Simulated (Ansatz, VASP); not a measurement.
# One calculation of LiCl, two programs

```
Li Cl
1.0
     0.00000    2.55604    2.55604
     2.46376    0.00000    2.55604
     2.46376    2.55604    0.00000
Li Cl
1 1
Direct
  0.00000 0.00000 0.00000
  0.50000 0.50000 0.50000
```

Change from the starting cell: uniaxial_x strain -3.6%.

Alike in both runs: task single point; functional HSE06; k mesh 6 × 6 × 6; no spin polarisation.

|  | VASP | Ansatz |
| --- | --- | --- |
| version | VASP 6.6.1 | Ansatz 0.2.0 |
| potentials or method | VASP PAW PBE potentials, release 64 (Li_sv, Cl) | plane waves, PAW |
| plane-wave cutoff (eV) | 520 | 420 |
| occupations | gaussian, width 0.01 eV | fixed |
| valence electrons in the cell | 10 | 10 |

|  | VASP | Ansatz | Ansatz less VASP |
| --- | --- | --- | --- |
| gap on the k mesh at the Fermi level (eV) | 7.99 | 7.98 | -0.007 |

Ansatz's warnings: stress exchange threshold loose, stress scf threshold loose.

Noted on VASP's run: the cutoff is short for stress, so the pressure is rough.
